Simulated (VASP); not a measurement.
# Te2Mo (P-6m2) in VASP: single point with PBE

Aim: the single point of Te2Mo with PBE.

All numbers are computed with VASP 6.6.1; they aren't measurements. Logs are shortened: lines on timing, memory, paths and dates and some standing lists are left out, and cuts for length are marked.

**1. The cell of the first run**

It takes space group P-6m2 (No. 187, hexagonal). Conventional cell: a = 3.537 Å, b = 3.537 Å, c = 7.827 Å, α = 90.00°, β = 90.00°, γ = 120.00°. Within 3.6 Å of Te (site symmetry 3m) lie 3 Mo at 2.72 Å and 7 Te at 3.54 to 3.59 Å. Mo (site symmetry -6m2) has 6 Te at 2.72 Å and 6 Mo at 3.54 Å within 3.6 Å.

**2. Single point, PBE**

Input file INCAR:

```
SYSTEM = Te2Mo
PREC = Accurate
ENCUT = 520
EDIFF = 1E-6
ISMEAR = 0
SIGMA = 0.01
LREAL = .False.
LASPH = .True.
NELM = 80
ALGO = Normal
ISIF = 2
LWAVE = .False.
LCHARG = .False.
GGA = PE
NBANDS = 20
```

Input file KPOINTS:

```
Automatic mesh
0
Gamma
  6 6 2
  0 0 0
```

Input file POSCAR:

```
Te2Mo
1.0
    3.5371201374      0.0000000000      0.0000000000
   -1.7685600687      3.0632358953      0.0000000000
    0.0000000000      0.0000000000      7.8268333715
Te Mo
2 1
Direct
    0.3333333333      0.6666666667      0.7705163254
    0.3333333333      0.6666666667      0.2294836746
    0.0000000000      0.0000000000      0.0000000000
```

Potentials or basis: VASP PAW PBE potentials, release 64 (Te, Mo_sv).

Started as:

```console
cat potpaw_PBE.64/Te/POTCAR potpaw_PBE.64/Mo_sv/POTCAR > POTCAR
mpirun -np 1 vasp_std > vasp.out
```

OUTCAR:

```text
SYSTEM = Te2Mo
   PREC = Accurate
   ENCUT = 520
   EDIFF = 1E-6
   ISMEAR = 0
   LREAL = .False.
   LASPH = .True.
   NELM = 80
   ISIF = 2
   GGA = PE

 ion  position               nearest neighbor table
   1  0.333  0.667  0.771-   3 2.72   3 2.72   3 2.72   2 3.59
   2  0.333  0.667  0.229-   3 2.72   3 2.72   3 2.72   1 3.59
   3  0.000  0.000  0.000-   1 2.72   2 2.72   1 2.72   2 2.72   1 2.72   2 2.72

  LATTYP: Found a hexagonal cell.
 ALAT       =     3.5371201374
 C/A-ratio  =     2.2127700127

  Lattice vectors:

 A1 = (   3.5371201374,   0.0000000000,   0.0000000000)
 A2 = (  -1.7685600687,   3.0632358953,   0.0000000000)
 A3 = (   0.0000000000,   0.0000000000,   7.8268333715)

Analysis of symmetry for initial positions (statically):
=====================================================================
 Subroutine PRICEL returns:
 Original cell was already a primitive cell.

 Routine SETGRP: Setting up the symmetry group for a
 hexagonal supercell.

 Subroutine GETGRP returns: Found 12 space group operations
 (whereof 12 operations were pure point group operations)
 out of a pool of 24 trial point group operations.

The static configuration has the point symmetry D_3h.

Analysis of symmetry for dynamics (positions and initial velocities):
=====================================================================
 Subroutine PRICEL returns:
 Original cell was already a primitive cell.

 Routine SETGRP: Setting up the symmetry group for a
 hexagonal supercell.

 Subroutine GETGRP returns: Found 12 space group operations
 (whereof 12 operations were pure point group operations)
 out of a pool of 24 trial point group operations.

The dynamic configuration has the point symmetry D_3h.

 Subroutine INISYM returns: Found 12 space group operations
 (whereof 12 operations are pure point group operations),
 and found     1 'primitive' translations

----------------------------------------------------------------------------------------

                                     Primitive cell

  volume of cell :      84.8040

  direct lattice vectors                    reciprocal lattice vectors
     3.537120137  0.000000000  0.000000000     0.282715871  0.163226084  0.000000000
    -1.768560069  3.063235895  0.000000000     0.000000000  0.326452168  0.000000000
     0.000000000  0.000000000  7.826833372     0.000000000  0.000000000  0.127765592

  length of vectors
     3.537120137  3.537120137  7.826833372     0.326452168  0.326452168  0.127765592

[... 70 lines left out ...]
   NELM   =     80;   NELMIN=  2; NELMDL= -5     # of ELM steps
   EDIFF  = 0.1E-05   stopping-criterion for ELM
   LREAL  =      F    real-space projection
   EDIFFG = 0.1E-04   stopping-criterion for IOM
   NSW    =      0    number of steps for IOM
   IBRION =     -1    ionic relax: 0-MD 1-quasi-New 2-CG
   NFREE  =      0    steps in history (QN), initial steepest desc. (CG)
   ISIF   =      2    stress and relaxation
   ISYM   =      2    0-nonsym 1-usesym 2-fastsym
   POTIM  = 0.5000    time-step for ionic-motion
   TEBEG  =    0.0;   TEEND  =   0.0 temperature during run
   PSTRESS=    0.0 pullay stress
   NELECT =      26.0000    total number of electrons
   NUPDOWN=      -1.0000    fix difference up-down
   EMIN   =  10.00;   EMAX   =-10.00  energy-range for DOS
   EFERMI =   0.00;   METHOD = LEGACY
   ISMEAR =     0;   SIGMA  =   0.01  broadening in eV -4-tet -1-fermi 0-gaus
   EFERMI_NEDOS =   21; number of points for ismear=-14 and -15
   IALGO  =     38    algorithm
   IMIX   =      4    mixing-type and parameters
     AMIX     =   0.40;   BMIX     =  1.00
     AMIX_MAG =   1.60;   BMIX_MAG =  1.00
  volume/ion in A,a.u.               =      28.27       190.76
  Fermi-wavevector in a.u.,A,eV,Ry     =   1.103893  2.086056 16.579798  1.218581
  Thomas-Fermi vector in A             =   2.240358
   LORBIT       =      0    0 simple, 1 ext, 2 COOP (PROOUT), +10 PAW based schemes
   GGA     = PE    functional components
   LHFCALC =     F    Hartree Fock is set to
   AEXX    =    0.0000 exact exchange contribution
   IVDW    =     0    specifies the selected vdW correction
   LEPSILON=     F    determine dielectric tensor
   LRPA    =     F    only Hartree local field effects (RPA)
 non-spin polarized calculation
 Gauss-broadening in eV      SIGMA  =   0.01
  energy-cutoff  :      520.00
  volume of cell :       84.80
 maximum number of plane-waves:      2309
 NGX is ok and might be reduce to    28
   NGX = 13   NGY = 13   NGZ = 29

 number of electron      25.9999996 magnetization

 Free energy of the ion-electron system (eV)
  ---------------------------------------------------
  ext. energy  EPLUGINS =         0.00000000
  ---------------------------------------------------
  free energy    TOTEN  =       -17.99306145 eV

  energy without entropy =      -17.99306145  energy(sigma->0) =      -17.99306145

 E-fermi :   6.7153     XC(G=0):  -9.5965

 val. band max:        6.5232471221   @ k =   0.3333   0.3333   0.5000
 cond. band min:       7.5791385215   @ k =   0.3333   0.3333   0.0000
 fundamental gap:      1.0558913995
 Fermi energy:         6.7152719344

 k-point     1 :       0.0000    0.0000    0.0000
  band No.  band energies     occupation
      1     -54.1633      2.00000
      2     -28.3238      2.00000
      3     -28.2087      2.00000
      4     -28.2087      2.00000
      5      -6.1594      2.00000
      6      -5.0947      2.00000
[... 311 lines left out ...]
     19      12.3596      0.00000
     20      12.9856      0.00000

------------------------ aborting loop because EDIFF is reached ----------------------------------------

  FORCE on cell =-STRESS in cart. coord.  units (eV):
  Direction    XX          YY          ZZ          XY          YZ          ZX
  --------------------------------------------------------------------------------------
  -------------------------------------------------------------------------------------
  Total        0.7207318      0.7207318      1.4696962      0.0000000     -0.0000000      0.0000000
  in kB       13.6165771     13.6165771     27.7665438      0.0000000     -0.0000000      0.0000000
  external PRESSURE =      18.3332327 kB  Pullay stress =       0.0000000 kB

 VOLUME and BASIS-vectors are now :
 -----------------------------------------------------------------------------
  energy-cutoff  :      520.00
  volume of cell :       84.80
      direct lattice vectors                 reciprocal lattice vectors
     3.537120137  0.000000000  0.000000000     0.282715871  0.163226084  0.000000000
    -1.768560069  3.063235895  0.000000000     0.000000000  0.326452168  0.000000000
     0.000000000  0.000000000  7.826833372     0.000000000  0.000000000  0.127765592

 POSITION                                       TOTAL-FORCE (eV/Angst)
 -----------------------------------------------------------------------------------
     -0.00000      2.04216      6.03070        -0.000000      0.000000     -0.205926
     -0.00000      2.04216      1.79613         0.000000      0.000000      0.205926
      0.00000      0.00000      0.00000         0.000000      0.000000      0.000000
 -----------------------------------------------------------------------------------
    total drift:                                0.000000     -0.000000     -0.000000

  FREE ENERGIE OF THE ION-ELECTRON SYSTEM (eV)
  ---------------------------------------------------
  free  energy   TOTEN  =       -17.9930614502 eV

  energy  without entropy=      -17.9930614502  energy(sigma->0) =      -17.99306145
```

OSZICAR:

```text
N       E                     dE             d eps       ncg     rms          rms(c)
DAV:   1     0.157874241048E+03    0.15787E+03   -0.12363E+04   600   0.115E+03
DAV:   2    -0.120048515367E+02   -0.16988E+03   -0.16561E+03   696   0.274E+02
DAV:   3    -0.185399688165E+02   -0.65351E+01   -0.64556E+01   704   0.479E+01
DAV:   4    -0.186475100872E+02   -0.10754E+00   -0.10749E+00   768   0.620E+00
DAV:   5    -0.186482339960E+02   -0.72391E-03   -0.72388E-03   680   0.513E-01    0.151E+01
DAV:   6    -0.182627961166E+02    0.38544E+00   -0.43454E+00   584   0.116E+01    0.629E+00
DAV:   7    -0.181258273780E+02    0.13697E+00   -0.29899E+00   588   0.810E+00    0.412E+00
DAV:   8    -0.179925198326E+02    0.13331E+00   -0.59455E-01   596   0.416E+00    0.122E+00
DAV:   9    -0.179934161609E+02   -0.89633E-03   -0.42043E-02   644   0.110E+00    0.540E-01
DAV:  10    -0.179927821639E+02    0.63400E-03   -0.82063E-03   600   0.591E-01    0.147E-01
DAV:  11    -0.179929756288E+02   -0.19346E-03   -0.32005E-04   612   0.110E-01    0.686E-02
DAV:  12    -0.179930167608E+02   -0.41132E-04   -0.51674E-05   600   0.422E-02    0.418E-02
DAV:  13    -0.179930587467E+02   -0.41986E-04   -0.63769E-05   580   0.396E-02    0.123E-02
DAV:  14    -0.179930605436E+02   -0.17969E-05   -0.19203E-06   672   0.775E-03    0.489E-03
DAV:  15    -0.179930614502E+02   -0.90658E-06   -0.19774E-06   524   0.748E-03
   1 F= -.17993061E+02 E0= -.17993061E+02  d E =-.113612-163
```

It took 13 s on 1 thread of Intel Xeon 6975P-C (Granite Rapids), shared host; peak memory 0.21 GiB.

What came out:

* Free energy: -17.9931 eV
* Pressure: 1.8 GPa
* Largest force: 0.206 eV/Å
* Band gap on the k mesh: 1.06 eV, indirect (least direct gap 1.07 eV)

Forces in eV/Å, atoms in the order of the input:
```
Te   0.000  0.000 -0.206
Te   0.000  0.000  0.206
Mo   0.000  0.000  0.000
```

Stress tensor (GPa, compression positive):
```
1.36 0.00 0.00
0.00 1.36 0.00
0.00 0.00 2.78
```

Caveat: spin-orbit coupling is left out, which moves the levels of the heavy elements; this functional lacks dispersion, which binds the layers, so the pressure and a relaxed spacing across them are unreliable. A k mesh can miss the band edges.
